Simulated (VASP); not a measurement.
# Be6S (I4/mmm) in VASP: single point with PBE

Aim: the single point of Be6S with PBE.

Everything below comes from runs of VASP 6.6.1. Logs are shortened: lines on timing, memory, paths and dates and some standing lists are left out, and cuts for length are marked.

## 1. The cell of the first run

The structure is tetragonal, space group I4/mmm (No. 139). Conventional cell: a = 3.275 Å, b = 3.275 Å, c = 12.701 Å, α = 90.00°, β = 90.00°, γ = 90.00°. Within 2.8 Å of Be (site symmetry 2mm) lie 8 Be at 2.15 to 2.32 Å and 2 S at 2.37 Å. Be (site symmetry 4mm) has 12 Be at 2.15 to 2.32 Å within 2.8 Å. S (site symmetry 4/mmm) has 8 Be at 2.37 Å within 3.1 Å.

## 2. Single point, PBE

File INCAR:

```
PREC = Accurate
ENCUT = 520
EDIFF = 1E-6
ISMEAR = 0
SIGMA = 0.2
LREAL = F
LASPH = T
NELM = 80
ALGO = Normal
ISIF = 2
LWAVE = F
LCHARG = F
GGA = PE
NBANDS = 18
```

File KPOINTS:

```
Automatic mesh
0
Gamma
  6 6 6
```

File POSCAR:

```
Be6S
1.0
   -1.6376623909      1.6376623909      6.3504932901
    1.6376623909     -1.6376623909      6.3504932901
    1.6376623909      1.6376623909     -6.3504932901
Be S
6 1
Direct
    0.3651453610      0.8651453610      0.5000000000
    0.7440212455      0.7440212455      0.0000000000
    0.8651453610      0.3651453610      0.5000000000
    0.6348546390      0.1348546390      0.5000000000
    0.1348546390      0.6348546390      0.5000000000
    0.2559787545      0.2559787545      0.0000000000
    0.0000000000      0.0000000000      0.0000000000
```

Potentials or basis: VASP PAW PBE potentials, release 64 (Be, S).

Launch:

```
cat potpaw_PBE.64/Be/POTCAR potpaw_PBE.64/S/POTCAR > POTCAR
mpirun -np 1 vasp_std > vasp.out
```

OUTCAR:

```text
PREC = Accurate
   ENCUT = 520
   EDIFF = 1E-6
   ISMEAR = 0
   LREAL = F
   LASPH = T
   NELM = 80
   ISIF = 2
   GGA = PE

 ion  position               nearest neighbor table
   1  0.365  0.865  0.500-   6 2.15   6 2.15   2 2.25   2 2.25   3 2.32   3 2.32   3 2.32   3 2.32
                             7 2.37   7 2.37
   2  0.744  0.744  0.000-   4 2.15   5 2.15   4 2.15   5 2.15   1 2.25   3 2.25   1 2.25   3 2.25
                             6 2.32   6 2.32   6 2.32   6 2.32
   3  0.865  0.365  0.500-   6 2.15   6 2.15   2 2.25   2 2.25   1 2.32   1 2.32   1 2.32   1 2.32
                             7 2.37   7 2.37
   4  0.635  0.135  0.500-   2 2.15   2 2.15   6 2.25   6 2.25   5 2.32   5 2.32   5 2.32   5 2.32
                             7 2.37   7 2.37
   5  0.135  0.635  0.500-   2 2.15   2 2.15   6 2.25   6 2.25   4 2.32   4 2.32   4 2.32   4 2.32
                             7 2.37   7 2.37
   6  0.256  0.256  0.000-   1 2.15   3 2.15   3 2.15   1 2.15   5 2.25   4 2.25   4 2.25   5 2.25
                             2 2.32   2 2.32   2 2.32   2 2.32
   7  0.000  0.000  0.000-   1 2.37   3 2.37   4 2.37   5 2.37   4 2.37   5 2.37   3 2.37   1 2.37

  LATTYP: Found a body centered tetragonal cell.
 ALAT       =     3.2753247818
 C/A-ratio  =     3.8777792819

  Lattice vectors:

 A1 = (  -1.6376623909,   1.6376623909,   6.3504932901)
 A2 = (   1.6376623909,  -1.6376623909,   6.3504932901)
 A3 = (   1.6376623909,   1.6376623909,  -6.3504932901)

Analysis of symmetry for initial positions (statically):
=====================================================================
 Subroutine PRICEL returns:
 Original cell was already a primitive cell.

 Routine SETGRP: Setting up the symmetry group for a
 body centered tetragonal supercell.

 Subroutine GETGRP returns: Found 16 space group operations
 (whereof 16 operations were pure point group operations)
 out of a pool of 16 trial point group operations.

The static configuration has the point symmetry D_4h.

Analysis of symmetry for dynamics (positions and initial velocities):
=====================================================================
 Subroutine PRICEL returns:
 Original cell was already a primitive cell.

 Routine SETGRP: Setting up the symmetry group for a
 body centered tetragonal supercell.

 Subroutine GETGRP returns: Found 16 space group operations
 (whereof 16 operations were pure point group operations)
 out of a pool of 16 trial point group operations.

The dynamic configuration has the point symmetry D_4h.

 Subroutine INISYM returns: Found 16 space group operations
 (whereof 16 operations are pure point group operations),
 and found     1 'primitive' translations

----------------------------------------------------------------------------------------

                                     Primitive cell

  volume of cell :      68.1265

  direct lattice vectors                    reciprocal lattice vectors
    -1.637662391  1.637662391  6.350493290     0.000000000  0.305313234  0.078734041
     1.637662391 -1.637662391  6.350493290     0.305313234  0.000000000  0.078734041
     1.637662391  1.637662391 -6.350493290     0.305313234  0.305313234  0.000000000

  length of vectors
     6.759633218  6.759633218  6.759633218     0.315301792  0.315301792  0.431778116

  position of ions in fractional coordinates (direct lattice)
     0.365145361  0.865145361  0.500000000
     0.744021246  0.744021246  0.000000000
     0.865145361  0.365145361  0.500000000
     0.634854639  0.134854639  0.500000000
     0.134854639  0.634854639  0.500000000
     0.255978754  0.255978754  0.000000000
     0.000000000  0.000000000  0.000000000

  ion indices of the primitive-cell ions
   primitive index   ion index
                 1           1
                 2           2
                 3           3
                 4           4
                 5           5
                 6           6
                 7           7

----------------------------------------------------------------------------------------

 KPOINTS: Automatic mesh

Automatic generation of k-mesh.
 Grid dimensions read from file:
 generate k-points for:    6    6    6

 Generating k-lattice:

  Cartesian coordinates                     Fractional coordinates (reciprocal lattice)
     0.000000000  0.050885539  0.013122340     0.166666667 -0.000000000  0.000000000
     0.050885539  0.000000000  0.013122340    -0.000000000  0.166666667  0.000000000
     0.050885539  0.050885539  0.000000000     0.000000000  0.000000000  0.166666667

  Length of vectors
     0.052550299  0.052550299  0.071963019

  Shift w.r.t. Gamma in fractional coordinates (k-lattice)
     0.000000000  0.000000000  0.000000000

 Subroutine IBZKPT returns following result:
 ===========================================

 Found     30 irreducible k-points:

 Following reciprocal coordinates:
            Coordinates               Weight
  0.000000  0.000000  0.000000      1.000000
  0.166667  0.000000  0.000000      8.000000
  0.333333  0.000000 -0.000000      8.000000
  0.500000  0.000000 -0.000000      4.000000
  0.166667  0.166667  0.000000      8.000000
  0.333333  0.166667 -0.000000     16.000000
[... 16 lines left out ...]
 -0.333333 -0.333333  0.166667      8.000000
 -0.166667 -0.333333  0.166667      8.000000
 [... further k-points ...]
   k-points           NKPTS =     30   k-points in BZ     NKDIM =     30   number of bands    NBANDS=     18
   number of dos      NEDOS =    301   number of ions     NIONS =      7
   total plane-waves  NPLWV = 125000
   dimension x,y,z NGX =    50 NGY =   50 NGZ =   50
   dimension x,y,z NGXF=   100 NGYF=  100 NGZF=  100
   ions per type =               6   1
   NGX,Y,Z   is equivalent  to a cutoff of  12.30, 12.30, 12.30 a.u.
   NGXF,Y,Z  is equivalent  to a cutoff of  24.59, 24.59, 24.59 a.u.
 SYSTEM =  unknown system
   PREC   = accura    normal or accurate (medium, high low for compatibility)
   ISTART =      0    job   : 0-new  1-cont  2-samecut
   ICHARG =      2    charge: 1-file 2-atom 10-const
   ISPIN  =      1    spin polarized calculation?
   LNONCOLLINEAR =      F non collinear calculations
   LSORBIT =      F    spin-orbit coupling
   LASPH  =      T    aspherical Exc in radial PAW
   ENCUT  =  520.0 eV  38.22 Ry    6.18 a.u.  12.57 12.57 12.57*2*pi/ulx,y,z
   NELM   =     80;   NELMIN=  2; NELMDL= -5     # of ELM steps
   EDIFF  = 0.1E-05   stopping-criterion for ELM
   LREAL  =      F    real-space projection
   EDIFFG = 0.1E-04   stopping-criterion for IOM
   NSW    =      0    number of steps for IOM
   IBRION =     -1    ionic relax: 0-MD 1-quasi-New 2-CG
   NFREE  =      0    steps in history (QN), initial steepest desc. (CG)
   ISIF   =      2    stress and relaxation
   ISYM   =      2    0-nonsym 1-usesym 2-fastsym
   POTIM  = 0.5000    time-step for ionic-motion
   TEBEG  =    0.0;   TEEND  =   0.0 temperature during run
   PSTRESS=    0.0 pullay stress
   NELECT =      18.0000    total number of electrons
   NUPDOWN=      -1.0000    fix difference up-down
   EMIN   =  10.00;   EMAX   =-10.00  energy-range for DOS
   EFERMI =   0.00;   METHOD = LEGACY
   ISMEAR =     0;   SIGMA  =   0.20  broadening in eV -4-tet -1-fermi 0-gaus
   EFERMI_NEDOS =   21; number of points for ismear=-14 and -15
   IALGO  =     38    algorithm
   IMIX   =      4    mixing-type and parameters
     AMIX     =   0.40;   BMIX     =  1.00
     AMIX_MAG =   1.60;   BMIX_MAG =  1.00
  volume/ion in A,a.u.               =       9.73        65.68
  Fermi-wavevector in a.u.,A,eV,Ry     =   1.050494  1.985146 15.014543  1.103538
  Thomas-Fermi vector in A             =   2.185499
   LORBIT       =      0    0 simple, 1 ext, 2 COOP (PROOUT), +10 PAW based schemes
   GGA     = PE    functional components
   LHFCALC =     F    Hartree Fock is set to
   AEXX    =    0.0000 exact exchange contribution
   IVDW    =     0    specifies the selected vdW correction
   LEPSILON=     F    determine dielectric tensor
   LRPA    =     F    only Hartree local field effects (RPA)
 non-spin polarized calculation
 Gauss-broadening in eV      SIGMA  =   0.20
  energy-cutoff  :      520.00
  volume of cell :       68.13
 maximum number of plane-waves:      1883
   NGX = 25   NGY = 25   NGZ = 25

 number of electron      17.9999999 magnetization

 Free energy of the ion-electron system (eV)
  ---------------------------------------------------
  ext. energy  EPLUGINS =         0.00000000
  ---------------------------------------------------
  free energy    TOTEN  =       -26.09831999 eV

  energy without entropy =      -26.06621600  energy(sigma->0) =      -26.08226800

 E-fermi :   6.8548     XC(G=0): -10.3439

 val. band max:        6.8273059579   @ k =   0.5000   0.5000   0.1667
 cond. band min:       6.9303133259   @ k =   0.0000   0.0000   0.0000
 fundamental gap:      0.1030073680
 Fermi energy:         6.8548173097

 k-point     1 :       0.0000    0.0000    0.0000
  band No.  band energies     occupation
      1      -8.7216      2.00000
      2      -2.9096      2.00000
      3      -2.1780      2.00000
      4       3.5030      2.00000
      5       3.5030      2.00000
      6       3.7120      2.00000
[... 10 lines left out ...]
     17      12.4592      0.00000
     18      13.7072      0.00000

 k-point     2 :       0.1667    0.0000    0.0000
  band No.  band energies     occupation
      1      -8.5211      2.00000
      2      -2.7798      2.00000
      3      -1.7504      2.00000
      4       1.8927      2.00000
      5       3.1770      2.00000
      6       3.6611      2.00000
[... 10 lines left out ...]
     17      12.8969      0.00000
     18      14.1537      0.00000

 k-point     3 :       0.3333    0.0000   -0.0000
  band No.  band energies     occupation
      1      -8.0485      2.00000
      2      -2.2553      2.00000
      3      -0.8784      2.00000
      4      -0.0515      2.00000
      5       1.3707      2.00000
      6       3.6748      2.00000
[... 412 lines left out ...]
 k-point    23 :      -0.3333   -0.3333    0.1667
  band No.  band energies     occupation
      1      -8.3124      2.00000
      2      -3.1053      2.00000
      3      -0.1907      2.00000
      4       1.5508      2.00000
      5       2.1587      2.00000
      6       2.6808      2.00000
[... 10 lines left out ...]
     17      13.8688      0.00000
     18      14.0023      0.00000

 k-point    24 :      -0.1667   -0.3333    0.1667
  band No.  band energies     occupation
      1      -8.5127      2.00000
      2      -3.2187      2.00000
      3      -0.8999      2.00000
      4       1.6971      2.00000
      5       2.8532      2.00000
      6       3.5363      2.00000
[... 10 lines left out ...]
     17      13.4964      0.00000
     18      14.7230      0.00000

 [... further k-points ...]
[... 5 lines left out ...]
  --------------------------------------------------------------------------------------
  -------------------------------------------------------------------------------------
  Total        0.0744001      0.0744001      0.1369128      0.0000000      0.0000000      0.0000000
  in kB        1.7497163      1.7497163      3.2198705      0.0000000      0.0000000      0.0000000
  external PRESSURE =       2.2397677 kB  Pullay stress =       0.0000000 kB

 VOLUME and BASIS-vectors are now :
 -----------------------------------------------------------------------------
  energy-cutoff  :      520.00
  volume of cell :       68.13
      direct lattice vectors                 reciprocal lattice vectors
    -1.637662391  1.637662391  6.350493290     0.000000000  0.305313234  0.078734041
     1.637662391 -1.637662391  6.350493290     0.305313234  0.000000000  0.078734041
     1.637662391  1.637662391 -6.350493290     0.305313234  0.305313234  0.000000000

 POSITION                                       TOTAL-FORCE (eV/Angst)
 -----------------------------------------------------------------------------------
      1.63766     -0.00000      4.63771        -0.000000      0.000000      0.003332
      0.00000      0.00000      9.44980        -0.000000     -0.000000      0.011188
     -0.00000      1.63766      4.63771         0.000000     -0.000000      0.003332
      0.00000      1.63766      1.71279         0.000000     -0.000000     -0.003332
      1.63766      0.00000      1.71279        -0.000000      0.000000     -0.003332
      0.00000      0.00000      3.25118         0.000000      0.000000     -0.011188
      0.00000      0.00000      0.00000        -0.000000     -0.000000     -0.000000
 -----------------------------------------------------------------------------------
    total drift:                                0.000000     -0.000000      0.000000

  FREE ENERGIE OF THE ION-ELECTRON SYSTEM (eV)
  ---------------------------------------------------
  free  energy   TOTEN  =       -26.0983199935 eV

  energy  without entropy=      -26.0662160030  energy(sigma->0) =      -26.08226800
```

It took 53 s on 1 thread of Intel Xeon 6975P-C (Granite Rapids), shared host; peak memory 0.32 GiB.

What came out:

```
Free energy            : -26.0983 eV
Pressure               : 0.2 GPa
Largest force          : 0.011 eV/Å
Band gap on the k mesh : zero (band 9 reaches 8.12 eV, above the bottom of band 10 at 6.02 eV)
```

Forces on the atoms (eV/Å):
```
Be   0.000  0.000  0.003
Be   0.000  0.000  0.011
Be   0.000  0.000  0.003
Be   0.000  0.000 -0.003
Be   0.000  0.000 -0.003
Be   0.000  0.000 -0.011
S    0.000  0.000  0.000
```

Stress tensor (GPa, compression positive):
```
0.17 0.00 0.00
0.00 0.17 0.00
0.00 0.00 0.32
```

Caveat: the k points lie up to 0.45 Å⁻¹ apart.
